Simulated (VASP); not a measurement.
CdW2, 3 atoms in the cell. It takes space group P-3m1 (No. 164, trigonal). Conventional cell: a = 2.828 Å, b = 2.828 Å, c = 7.541 Å, α = 90.00°, β = 90.00°, γ = 120.00°. Cd (site symmetry -3m) has 6 Cd at 2.83 Å and 6 W at 3.05 Å within 3.7 Å. W (site symmetry 3m) has 9 W at 2.83 to 2.89 Å and 3 Cd at 3.05 Å within 3.7 Å. The cell was built from a structure type or drawn by symmetry, and may not be a known phase.

| Property | Result |
| --- | --- |
| Program | VASP 6.6.1 |
| Task | single point |
| Functional | PBE |
| Potentials or basis | VASP PAW PBE potentials, release 64 (Cd, W_sv) |
| Cutoff | 500 eV |
| k mesh | 6 × 6 × 4 |
| Occupations | gaussian, width 0.1 eV |
| Spin | no spin polarisation |
| Dipole correction | no |
| Further INCAR settings | ALGO = Normal; EDIFF = 1e-06; NBANDS = 27 |

Potentials or basis: VASP PAW PBE potentials, release 64 (Cd, W_sv).

The run is started by

```console
$ cat potpaw_PBE.64/Cd/POTCAR potpaw_PBE.64/W_sv/POTCAR > POTCAR
$ mpirun -np 1 vasp_std > vasp.out
```

Hardware: 1 thread of AMD EPYC 9R45 96-Core Processor (Zen 5), with other jobs on the host.

Question: Estimate the wall time of this run.

Answer: It took 20 s on 1 thread of AMD EPYC 9R45 96-Core Processor (Zen 5) (shared host), peak memory 0.15 GiB. Counts: scf iterations 12, k points 24.
